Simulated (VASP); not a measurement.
Input of a VASP 6.6.1 run:

Contents of INCAR:

```
PREC = Accurate
ENCUT = 520
EDIFF = 1E-6
ISMEAR = 0
SIGMA = 0.1
LREAL = False
LASPH = True
NELM = 60
ALGO = Normal
ISIF = 2
LWAVE = False
LCHARG = True
GGA = PE
LELF = True
LVHAR = True
NBANDS = 29
```

KPOINTS

```
regular mesh
0
Gamma
  10 10 10
```

POSCAR

```
Si4GePt
1.0
    0.0000000000      3.6303178959      3.6303178959
    3.6303178959      0.0000000000      3.6303178959
    3.6303178959      3.6303178959      0.0000000000
Si Ge Pt
4 1 1
Direct
    0.6256341220      0.6256341220      0.1230976341
    0.6256341220      0.1230976341      0.6256341220
    0.1230976341      0.6256341220      0.6256341220
    0.6256341220      0.6256341220      0.6256341220
    0.0000000000      0.0000000000      0.0000000000
    0.2500000000      0.2500000000      0.2500000000
```

Potentials or basis: VASP PAW PBE potentials, release 64 (Si, Ge_d, Pt).

Run with:

```bash
$ cat potpaw_PBE.64/Si/POTCAR potpaw_PBE.64/Ge_d/POTCAR potpaw_PBE.64/Pt/POTCAR > POTCAR
$ mpirun -np 1 vasp_std > vasp.out
```

Question: Estimate the pressure.

Answer: -0.1 GPa.

Question: What does it give for the band gap on the k mesh?

Answer: Zero (band 20 reaches 9.68 eV, above the bottom of band 21 at 8.49 eV).

Caveat: spin-orbit coupling is left out, which moves the levels of the heavy elements.
